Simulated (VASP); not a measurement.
Write the native input for VASP 6.6.1 that does the following.

```
Task                   : single point
Functional             : PBE
Potentials or basis    : VASP PAW PBE potentials, release 64 (Sn_d, Cs_sv, I)
Cutoff                 : 500 eV
k mesh                 : 3 × 3 × 3
Occupations            : fermi-dirac, width 0.0318 eV
Spin                   : no spin polarisation
Dipole correction      : no
Further INCAR settings : ALGO = Normal; EDIFF = 1e-06; NBANDS = 47; ISYM = 0
```

The structure of Cs2SnI6 lies in POSCAR:

```
Cs2SnI6
1.0
    0.0000000000      5.8837670000      5.8837670000
    5.8837670000      0.0000000000      5.8837670000
    5.8837670000      5.8837670000      0.0000000000
Sn Cs I
1 2 6
Direct
    0.0000000000      0.0000000000      0.0000000000
    0.2500000000      0.2500000000      0.2500000000
    0.7500000000      0.7500000000      0.7500000000
    0.7550000000      0.2450000000      0.2450000000
    0.2450000000      0.7550000000      0.2450000000
    0.2450000000      0.7550000000      0.7550000000
    0.7550000000      0.2450000000      0.7550000000
    0.2450000000      0.2450000000      0.7550000000
    0.7550000000      0.7550000000      0.2450000000
```

The input as run:

INCAR

```
SYSTEM = Cs2SnI6
PREC = Accurate
ENCUT = 500
EDIFF = 1E-6
ISMEAR = -1
SIGMA = 0.0318
LREAL = .FALSE.
LASPH = .TRUE.
NELM = 120
ALGO = Normal
ISIF = 2
LWAVE = .FALSE.
LCHARG = .FALSE.
GGA = PE
ISYM = 0
NBANDS = 47
GGA_COMPAT = .FALSE.
```

KPOINTS

```
regular mesh
0
G
  3 3 3
  0 0 0
```

Potentials or basis: VASP PAW PBE potentials, release 64 (Sn_d, Cs_sv, I).

Command:

```sh
$ cat potpaw_PBE.64/Sn_d/POTCAR potpaw_PBE.64/Cs_sv/POTCAR potpaw_PBE.64/I/POTCAR > POTCAR
$ mpirun -np 1 vasp_std > vasp.out
```

Results of the run:

```json
{
 "Pressure": "0.8 GPa",
 "Largest force": "0.110 eV/Å",
 "Band gap on the k mesh": "0.15 eV"
}
```

Caveat: semilocal functionals underestimate gaps, and a narrow one can read as zero; spin-orbit coupling is left out, which moves the levels of the heavy elements.

It took 7.1 min on 1 thread of Oxide Virtual Turin-like Processor, on a shared host, peak memory 0.65 GiB.
